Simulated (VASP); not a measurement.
Input of a VASP 6.6.1 run:

POSCAR

```
Cu
1.0
    2.5340966698      0.0000000000      0.0000000000
   -1.2670483349      2.1945920917      0.0000000000
    0.0000000000      0.0000000000      4.1125710000
Cu
2
Direct
    0.3333333333      0.6666666667      0.2500000000
    0.6666666667      0.3333333333      0.7500000000
```

Contents of INCAR.step1:

```
PREC     = Accurate       # precision mode
ENCUT    = 520            # plane-wave cutoff, eV
ISMEAR   = 0              # smearing method
SIGMA    = 0.15           # smearing width, eV
LREAL    = False          # projectors in reciprocal space
LASPH    = True           # aspherical terms in the spheres
NELM     = 60             # most SCF steps
NBANDS   = 18             # bands
GGA      = PE             # functional
ALGO     = Normal         # electronic algorithm
EDIFF    = 1E-4           # SCF threshold, eV
LWAVE    = True           # write WAVECAR
LCHARG   = False          # write CHGCAR
```

File INCAR.step2:

```
PREC     = Accurate       # precision mode
ENCUT    = 520            # plane-wave cutoff, eV
EDIFF    = 1E-6           # SCF threshold, eV
ISMEAR   = 0              # smearing method
SIGMA    = 0.15           # smearing width, eV
LREAL    = False          # projectors in reciprocal space
LASPH    = True           # aspherical terms in the spheres
NELM     = 60             # most SCF steps
ALGO     = Normal         # electronic algorithm
ISIF     = 2              # what is computed and relaxed
LWAVE    = False          # write WAVECAR
LCHARG   = True           # write CHGCAR
METAGGA  = R2SCAN         # meta-GGA
LMIXTAU  = True         
LELF     = True           # ELF
LVHAR    = True         
NBANDS   = 18             # bands
ISTART   = 1
```

The input KPOINTS:

```
regular mesh
0
Gamma
  24 24 12
```

Potentials or basis: VASP PAW PBE potentials, release 64 (Cu).

The run is started by

```console
$ cat potpaw_PBE.64/Cu/POTCAR > POTCAR
$ cp INCAR.step1 INCAR
$ mpirun -np 1 vasp_std > vasp.out
$ cp INCAR.step2 INCAR
$ mpirun -np 1 vasp_std > vasp.out
```

Estimate the band gap on the k mesh.

zero (bands 11 and 12 overlap by 6.36 eV).

Predict the pressure.

1.0 GPa.

Stress tensor (GPa, compression positive):
```
0.35 0.00 0.00
0.00 0.35 0.00
0.00 0.00 2.28
```

Caveat: the PAW data sets were made with another functional, which shifts forces and pressure a little.
